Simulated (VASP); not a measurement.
Set up this calculation in VASP 6.6.1, as the native input.

```yaml
Task: single point
Functional: LDA
Potentials_or_basis: VASP PAW LDA potentials, release 64 (Sn_d, Se)
Cutoff: 520 eV
k_mesh: 12 × 12 × 1
Occupations: gaussian, width 0.02 eV
Spin: no spin polarisation
Dipole_correction: yes
Further_INCAR_settings: ALGO = Normal; EDIFF = 1e-06; NBANDS = 20
```

The structure of SnSe2 lies in POSCAR:

```
SnSe2
1.0
    3.8686268500     -0.0000002887      0.0000000000
   -1.9343131750      3.3503292742      0.0000000000
    0.0000000000      0.0000000000     29.9370000000
Sn Se
1 2
Direct
    0.0000000000      0.0000000000      0.3006310000
    0.6666666667      0.3333333333      0.3539320000
    0.3333333333      0.6666666667      0.2473300000
```

One way to write it, as run:

INCAR

```
SYSTEM = SnSe2
PREC = Accurate
ENCUT = 520
EDIFF = 1E-6
ISMEAR = 0
SIGMA = 0.02
LREAL = .False.
LASPH = .True.
NELM = 100
ALGO = Normal
ISIF = 2
LWAVE = .False.
LCHARG = .False.
LDIPOL = .True.
IDIPOL = 3
DIPOL = 0.5 0.5 0.301
GGA = CA
NBANDS = 20
```

KPOINTS

```
regular mesh
0
Gamma
  12 12 1
  0 0 0
```

Potentials or basis: VASP PAW LDA potentials, release 64 (Sn_d, Se).

Command:

```sh
$ cat potpaw_LDA.64/Sn_d/POTCAR potpaw_LDA.64/Se/POTCAR > POTCAR
$ mpirun -np 1 vasp_std > vasp.out
```

It gave:

- Largest force: 0.437 eV/Å
- Band gap on the k mesh: 0.68 eV (least direct gap 0.99 eV)

Caveat: spin-orbit coupling is left out, which moves the levels of the heavy elements.

Run time: 3.3 min on 1 thread of Intel(R) Xeon(R) Platinum 8124M CPU @ 3.00GHz (Skylake/Cascade Lake), on a shared host, peak memory 0.43 GiB.
